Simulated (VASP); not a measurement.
# YTe (P-6m2) in VASP: a series of runs

The runs below take YTe through single point, with LDA.

Program: VASP 6.6.1. These are calculated values, not measurements. Logs are shortened: lines on timing, memory, paths and dates and some standing lists are left out, and cuts for length are marked.

## 1. The cell of the first run

The structure is hexagonal, space group P-6m2 (No. 187). Conventional cell: a = 4.136 Å, b = 4.136 Å, c = 4.089 Å, α = 90.00°, β = 90.00°, γ = 120.00°. Y (site symmetry -6m2) has 6 Te at 3.14 Å and 2 Y at 4.09 Å within 4.1 Å. Te (site symmetry -6m2) has 6 Y at 3.14 Å and 2 Te at 4.09 Å within 4.1 Å.

## 2. Single point, LDA

File INCAR:

```
  PREC = Accurate
  ENCUT = 520
  EDIFF = 1E-6
  ISMEAR = 1
  SIGMA = 0.05
  LREAL = F
  LASPH = T
  NELM = 80
  ALGO = Normal
  ISIF = 2
  LWAVE = F
  LCHARG = F
  GGA = CA
  NBANDS = 16
```

File KPOINTS:

```
Automatic mesh
0
Gamma
  8 8 7
```

File POSCAR:

```
YTe
1.0
    4.1363073361      0.0000000000      0.0000000000
   -2.0681536681      3.5821474418      0.0000000000
    0.0000000000      0.0000000000      4.0885652342
Y Te
1 1
Direct
    0.3333333333      0.6666666667      0.0000000000
    0.6666666667      0.3333333333      0.5000000000
```

Potentials or basis: VASP PAW LDA potentials, release 64 (Y_sv, Te).

Launch:

```console
$ cat potpaw_LDA.64/Y_sv/POTCAR potpaw_LDA.64/Te/POTCAR > POTCAR
$ mpirun -np 1 vasp_std > vasp.out
```

OUTCAR:

```text
PREC = Accurate
   ENCUT = 520
   EDIFF = 1E-6
   ISMEAR = 1
   LREAL = F
   LASPH = T
   NELM = 80
   ISIF = 2
   GGA = CA

 ion  position               nearest neighbor table
   1  0.333  0.667  0.000-   2 3.14   2 3.14   2 3.14   2 3.14   2 3.14   2 3.14
   2  0.667  0.333  0.500-   1 3.14   1 3.14   1 3.14   1 3.14   1 3.14   1 3.14

  LATTYP: Found a hexagonal cell.
 ALAT       =     4.1363073361
 C/A-ratio  =     0.9884577963

  Lattice vectors:

 A1 = (   4.1363073361,   0.0000000000,   0.0000000000)
 A2 = (  -2.0681536681,   3.5821474418,   0.0000000000)
 A3 = (   0.0000000000,   0.0000000000,   4.0885652342)

Analysis of symmetry for initial positions (statically):
=====================================================================
 Subroutine PRICEL returns:
 Original cell was already a primitive cell.

 Routine SETGRP: Setting up the symmetry group for a
 hexagonal supercell.

 Subroutine GETGRP returns: Found 12 space group operations
 (whereof 12 operations were pure point group operations)
 out of a pool of 24 trial point group operations.

The static configuration has the point symmetry D_3h.

Analysis of symmetry for dynamics (positions and initial velocities):
=====================================================================
 Subroutine PRICEL returns:
 Original cell was already a primitive cell.

 Routine SETGRP: Setting up the symmetry group for a
 hexagonal supercell.

 Subroutine GETGRP returns: Found 12 space group operations
 (whereof 12 operations were pure point group operations)
 out of a pool of 24 trial point group operations.

The dynamic configuration has the point symmetry D_3h.

 Subroutine INISYM returns: Found 12 space group operations
 (whereof 12 operations are pure point group operations),
 and found     1 'primitive' translations

----------------------------------------------------------------------------------------

                                     Primitive cell

  volume of cell :      60.5797

  direct lattice vectors                    reciprocal lattice vectors
     4.136307336  0.000000000  0.000000000     0.241761532  0.139581078  0.000000000
    -2.068153668  3.582147442  0.000000000     0.000000000  0.279162155  0.000000000
     0.000000000  0.000000000  4.088565234     0.000000000  0.000000000  0.244584577

  length of vectors
     4.136307336  4.136307519  4.088565234     0.279162168  0.279162155  0.244584577

  position of ions in fractional coordinates (direct lattice)
     0.333333333  0.666666667  0.000000000
     0.666666667  0.333333333  0.500000000

  ion indices of the primitive-cell ions
   primitive index   ion index
                 1           1
                 2           2

----------------------------------------------------------------------------------------

 KPOINTS: Automatic mesh

Automatic generation of k-mesh.
 Grid dimensions read from file:
 generate k-points for:    8    8    7

 Generating k-lattice:

  Cartesian coordinates                     Fractional coordinates (reciprocal lattice)
     0.030220192  0.017447635  0.000000000     0.125000000  0.000000000  0.000000000
     0.000000000  0.034895269  0.000000000     0.000000000  0.125000000  0.000000000
     0.000000000  0.000000000  0.034940654     0.000000000  0.000000000  0.142857143

  Length of vectors
     0.034895271  0.034895269  0.034940654

  Shift w.r.t. Gamma in fractional coordinates (k-lattice)
     0.000000000  0.000000000  0.000000000

 Subroutine IBZKPT returns following result:
 ===========================================

 Found     40 irreducible k-points:

 Following reciprocal coordinates:
            Coordinates               Weight
  0.000000  0.000000  0.000000      1.000000
  0.125000 -0.000000  0.000000      6.000000
  0.250000 -0.000000  0.000000      6.000000
  0.375000  0.000000  0.000000      6.000000
  0.500000 -0.000000  0.000000      3.000000
  0.125000  0.125000  0.000000      6.000000
[... 16 lines left out ...]
  0.250000 -0.000000  0.285714     12.000000
  0.375000  0.000000  0.285714     12.000000
 [... further k-points ...]
   k-points           NKPTS =     40   k-points in BZ     NKDIM =     40   number of bands    NBANDS=     16
   number of dos      NEDOS =    301   number of ions     NIONS =      2
   total plane-waves  NPLWV =  30720
   dimension x,y,z NGX =    32 NGY =   32 NGZ =   30
   dimension x,y,z NGXF=    64 NGYF=   64 NGZF=   60
   ions per type =               1   1
   NGX,Y,Z   is equivalent  to a cutoff of  12.86, 12.86, 12.20 a.u.
   NGXF,Y,Z  is equivalent  to a cutoff of  25.72, 25.72, 24.40 a.u.
 SYSTEM =  unknown system
   PREC   = accura    normal or accurate (medium, high low for compatibility)
   ISTART =      0    job   : 0-new  1-cont  2-samecut
   ICHARG =      2    charge: 1-file 2-atom 10-const
   ISPIN  =      1    spin polarized calculation?
   LNONCOLLINEAR =      F non collinear calculations
   LSORBIT =      F    spin-orbit coupling
   LASPH  =      T    aspherical Exc in radial PAW
   ENCUT  =  520.0 eV  38.22 Ry    6.18 a.u.   7.69  7.69  7.60*2*pi/ulx,y,z
   NELM   =     80;   NELMIN=  2; NELMDL= -5     # of ELM steps
   EDIFF  = 0.1E-05   stopping-criterion for ELM
   LREAL  =      F    real-space projection
[... 7 lines left out ...]
   TEBEG  =    0.0;   TEEND  =   0.0 temperature during run
   PSTRESS=    0.0 pullay stress
   NELECT =      17.0000    total number of electrons
   NUPDOWN=      -1.0000    fix difference up-down
   EMIN   =  10.00;   EMAX   =-10.00  energy-range for DOS
   EFERMI =   0.00;   METHOD = LEGACY
   ISMEAR =     1;   SIGMA  =   0.05  broadening in eV -4-tet -1-fermi 0-gaus
   EFERMI_NEDOS =   21; number of points for ismear=-14 and -15
   IALGO  =     38    algorithm
   IMIX   =      4    mixing-type and parameters
     AMIX     =   0.40;   BMIX     =  1.00
     AMIX_MAG =   1.60;   BMIX_MAG =  1.00
  volume/ion in A,a.u.               =      30.29       204.41
  Fermi-wavevector in a.u.,A,eV,Ry     =   1.071804  2.025416 15.629883  1.148764
  Thomas-Fermi vector in A             =   2.207555
   LORBIT       =      0    0 simple, 1 ext, 2 COOP (PROOUT), +10 PAW based schemes
   GGA     = CA    functional components
   LHFCALC =     F    Hartree Fock is set to
   AEXX    =    0.0000 exact exchange contribution
   IVDW    =     0    specifies the selected vdW correction
   LEPSILON=     F    determine dielectric tensor
   LRPA    =     F    only Hartree local field effects (RPA)
 non-spin polarized calculation
 Methfessel and Paxton  Order N= 1 SIGMA  =   0.05
  energy-cutoff  :      520.00
  volume of cell :       60.58
 maximum number of plane-waves:      1653
 NGX is ok and might be reduce to    32
   NGX = 15   NGY = 15   NGZ = 15

 number of electron      17.0000000 magnetization

 Free energy of the ion-electron system (eV)
  ---------------------------------------------------
  ext. energy  EPLUGINS =         0.00000000
  ---------------------------------------------------
  free energy    TOTEN  =       -13.42035555 eV

  energy without entropy =      -13.41995397  energy(sigma->0) =      -13.42022169

 E-fermi :   5.5843     XC(G=0):  -9.8384

 val. band max:        5.5796985085   @ k =   0.2500  -0.0000   0.4286
 cond. band min:       5.5851245316   @ k =   0.0000   0.0000   0.1429
 fundamental gap:      0.0054260230
 Fermi energy:         5.5842518066

 k-point     1 :       0.0000    0.0000    0.0000
  band No.  band energies     occupation
      1     -37.4635      2.00000
      2     -17.5454      2.00000
      3     -17.5454      2.00000
      4     -17.5360      2.00000
      5      -6.7818      2.00000
      6       3.4725      2.00000
[... 8 lines left out ...]
     15      11.5059      0.00000
     16      12.3198      0.00000

 k-point     2 :       0.1250   -0.0000    0.0000
  band No.  band energies     occupation
      1     -37.4624      2.00000
      2     -17.5656      2.00000
      3     -17.5499      2.00000
      4     -17.5329      2.00000
      5      -6.6670      2.00000
      6       2.7952      2.00000
[... 8 lines left out ...]
     15      11.4441      0.00000
     16      12.8206      0.00000

 k-point     3 :       0.2500   -0.0000    0.0000
  band No.  band energies     occupation
      1     -37.4598      2.00000
      2     -17.6136      2.00000
      3     -17.5606      2.00000
      4     -17.5255      2.00000
      5      -6.3690      2.00000
      6       1.6435      2.00000
[... 8 lines left out ...]
     15      11.9291      0.00000
     16      13.2282      0.00000

 k-point     4 :       0.3750    0.0000    0.0000
  band No.  band energies     occupation
      1     -37.4572      2.00000
      2     -17.6609      2.00000
      3     -17.5713      2.00000
      4     -17.5180      2.00000
      5      -6.0324      2.00000
      6       0.7279      2.00000
[... 8 lines left out ...]
     15      11.6816      0.00000
     16      13.6679      0.00000

 k-point     5 :       0.5000   -0.0000    0.0000
  band No.  band energies     occupation
      1     -37.4561      2.00000
      2     -17.6802      2.00000
      3     -17.5757      2.00000
      4     -17.5149      2.00000
      5      -5.8775      2.00000
      6       0.3748      2.00000
[... 8 lines left out ...]
     15      10.8906      0.00000
     16      13.9264      0.00000

 k-point     6 :       0.1250    0.1250    0.0000
  band No.  band energies     occupation
      1     -37.4606      2.00000
      2     -17.5975      2.00000
      3     -17.5596      2.00000
      4     -17.5276      2.00000
      5      -6.4599      2.00000
      6       2.0012      2.00000
[... 8 lines left out ...]
     15      11.6439      0.00000
     16      13.3070      0.00000
[... 267 lines left out ...]
 k-point    21 :       0.0000    0.0000    0.2857
  band No.  band energies     occupation
      1     -37.4607      2.00000
      2     -17.6122      2.00000
      3     -17.5392      2.00000
      4     -17.5392      2.00000
      5      -6.3210      2.00000
      6       0.9142      2.00000
[... 8 lines left out ...]
     15      12.8832      0.00000
     16      13.1765      0.00000

 k-point    22 :       0.1250   -0.0000    0.2857
  band No.  band energies     occupation
      1     -37.4596      2.00000
      2     -17.6074      2.00000
      3     -17.5575      2.00000
      4     -17.5433      2.00000
      5      -6.2473      2.00000
      6       1.0244      2.00000
[... 8 lines left out ...]
     15      11.9153      0.00000
     16      13.1594      0.00000

 k-point    23 :       0.2500   -0.0000    0.2857
  band No.  band energies     occupation
      1     -37.4571      2.00000
      2     -17.6051      2.00000
      3     -17.5918      2.00000
      4     -17.5532      2.00000
      5      -6.0594      2.00000
      6       1.2493      2.00000
[... 8 lines left out ...]
     15      11.5094      0.00000
     16      13.2037      0.00000

 k-point    24 :       0.3750    0.0000    0.2857
  band No.  band energies     occupation
      1     -37.4545      2.00000
      2     -17.6463      2.00000
      3     -17.5819      2.00000
      4     -17.5631      2.00000
      5      -5.8536      2.00000
      6       1.0636      2.00000
[... 8 lines left out ...]
     15      11.8155      0.00000
     16      13.2541      0.00000

 [... further k-points ...]
[... 5 lines left out ...]
  --------------------------------------------------------------------------------------
  -------------------------------------------------------------------------------------
  Total       -1.8544430     -1.8544432     -2.4063309      0.0000000      0.0000000      0.0000000
  in kB      -49.0452408    -49.0452466    -63.6412555      0.0000000      0.0000000      0.0000000
  external PRESSURE =     -53.9105810 kB  Pullay stress =       0.0000000 kB

 VOLUME and BASIS-vectors are now :
 -----------------------------------------------------------------------------
  energy-cutoff  :      520.00
  volume of cell :       60.58
      direct lattice vectors                 reciprocal lattice vectors
     4.136307336  0.000000000  0.000000000     0.241761532  0.139581078  0.000000000
    -2.068153668  3.582147442  0.000000000     0.000000000  0.279162155  0.000000000
     0.000000000  0.000000000  4.088565234     0.000000000  0.000000000  0.244584577

 POSITION                                       TOTAL-FORCE (eV/Angst)
 -----------------------------------------------------------------------------------
     -0.00000      2.38810      0.00000         0.000000      0.000000      0.000000
      2.06815      1.19405      2.04428        -0.000000     -0.000000      0.000000
 -----------------------------------------------------------------------------------
    total drift:                                0.000000      0.000001     -0.000000

  FREE ENERGIE OF THE ION-ELECTRON SYSTEM (eV)
  ---------------------------------------------------
  free  energy   TOTEN  =       -13.4203555492 eV

  energy  without entropy=      -13.4199539735  energy(sigma->0) =      -13.42022169
```

It took 40 s on 1 thread of Intel Xeon Platinum 8259CL at 2.50GHz (Skylake/Cascade Lake), shared host; peak memory 0.19 GiB.

What came out:

| Item | Value |
| --- | --- |
| Free energy | -13.4204 eV |
| Pressure | -5.4 GPa |

Caveat: spin-orbit coupling is left out, which moves the levels of the heavy elements.

(Part 1 of 2 ends here.)
